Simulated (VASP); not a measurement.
A run of VASP 6.6.1 is set up as follows.

Contents of POSCAR:

```
HfC
1.0
    3.3976768237      0.0000000000      0.0000000000
   -1.6988384119      2.9424745678      0.0000000000
    0.0000000000      0.0000000000      5.2880195551
Hf C
2 2
Direct
    0.6666666667      0.3333333333      0.7500000000
    0.3333333333      0.6666666667      0.2500000000
    0.0000000000      0.0000000000      0.0000000000
    0.0000000000      0.0000000000      0.5000000000
```

File INCAR.step1:

```
SYSTEM = HfC
ALGO = Normal ; EDIFF = 1E-4
ENCUT = 520 ; GGA = PE
ISMEAR = -1 ; LASPH = .TRUE.
LCHARG = .FALSE. ; LREAL = .FALSE.
LWAVE = .TRUE. ; NBANDS = 22
NELM = 100 ; PREC = Accurate
SIGMA = 0.1
```

File INCAR.step2:

```
SYSTEM = HfC
ALGO = Normal ; EDIFF = 1E-7
ENCUT = 520 ; ISIF = 2
ISMEAR = -1 ; ISTART = 1
LASPH = .TRUE. ; LCHARG = .FALSE.
LMIXTAU = .TRUE. ; LREAL = .FALSE.
LWAVE = .FALSE. ; METAGGA = R2SCAN
NBANDS = 22 ; NELM = 100
PREC = Accurate ; SIGMA = 0.1
```

Contents of KPOINTS:

```
k-points
0
G
  8 8 5
  0 0 0
```

Potentials or basis: VASP PAW PBE potentials, release 64 (Hf_pv, C).

Command:

```console
$ cat potpaw_PBE.64/Hf_pv/POTCAR potpaw_PBE.64/C/POTCAR > POTCAR
$ cp INCAR.step1 INCAR
$ mpirun -np 1 vasp_std > vasp.out
$ cp INCAR.step2 INCAR
$ mpirun -np 1 vasp_std > vasp.out
```

Task: Estimate the pressure.

Result: -14.1 GPa.

Task: Predict the band gap on the k mesh.

Result: Zero (bands 14 and 15 overlap by 1.32 eV).

Stress tensor (GPa, compression positive):
```
-16.26   0.00   0.00
  0.00 -16.26   0.00
  0.00   0.00  -9.82
```

Caveat: the cell stands under tension; the PAW data sets were made with another functional, which shifts forces and pressure a little; spin-orbit coupling is left out, which moves the levels of the heavy elements.
